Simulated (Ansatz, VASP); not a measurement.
**AlGaN2 in VASP and in Ansatz**

Contents of INCAR:

```
ALGO = Normal
EDIFF = 1E-6
EDIFFG = -0.01
ENCUT = 520
IBRION = 2
ISIF = 2
ISMEAR = 0
LASPH = T
LCHARG = F
LREAL = F
LWAVE = F
NELM = 60
NSW = 50
PREC = Accurate
SIGMA = 0.05
```

KPOINTS

```
k-points
0
Gamma
  8 8 6
```

The input POSCAR:

```
AlGaN2
1.0
    2.9318872435      0.0000000000      0.0000000000
    0.0000000000      2.9318872435      0.0000000000
    0.0000000000      0.0000000000      4.9493188557
Al Ga N
1 1 2
Direct
    0.5000000000      0.5000000000      0.5000000000
    0.0000000000      0.0000000000      0.0000000000
    0.5000000000      0.0000000000      0.7400738390
    0.0000000000      0.5000000000      0.2599261610
```

Input for Ansatz:

```yaml
crystal:
  lattice:
    - [2.9318872435, 0.0, 0.0]
    - [0.0, 2.9318872435, 0.0]
    - [0.0, 0.0, 4.9493188557]
  atoms:
    - { symbol: Al, position: [0.5, 0.5, 0.5] }
    - { symbol: Ga, position: [0.0, 0.0, 0.0] }
    - { symbol: "N", position: [0.5, 0.0, 0.740073839] }
    - { symbol: "N", position: [0.0, 0.5, 0.259926161] }
basis:
  ecutwfc: 520.0
kpoints:
  mp_grid: { grid: [8, 8, 6] }
hamiltonian:
  xc: lda
  pseudopotentials: { kind: paw, azcp: { folder: soft_1 } }
scf:
  occupations: { method: gaussian, width: 0.05 }
output:
  forces: true
  stress: true
  eigenvalues: true
relax:
  adjacent_minimum: "off"
  f_tol: 0.01
  max_steps: 30
```

Alike in both runs: task relaxation of the atoms; functional LDA; k mesh 8 × 8 × 6; occupations gaussian, width 0.05 eV; no spin polarisation.

|  | VASP | Ansatz |
| --- | --- | --- |
| version | VASP 6.6.1 | Ansatz 0.2.0 |
| potentials or method | VASP PAW LDA potentials, release 64 (Al, Ga_d, N), cutoff 520 eV | scalar-relativistic, plane waves, PAW |
| valence electrons in the cell | 26 | 26 |

```tsv
	VASP	Ansatz	Ansatz less VASP
gap on the k mesh at the Fermi level, each at its own relaxed structure (eV)	2.45	2.44	-0.007
```

Ansatz warns that its potentials were made for another functional, while VASP's fit it. LDA's correlation is that of Perdew and Zunger in VASP and of Perdew and Wang (1992) in Ansatz. Ansatz's warnings: stress scf threshold loose.
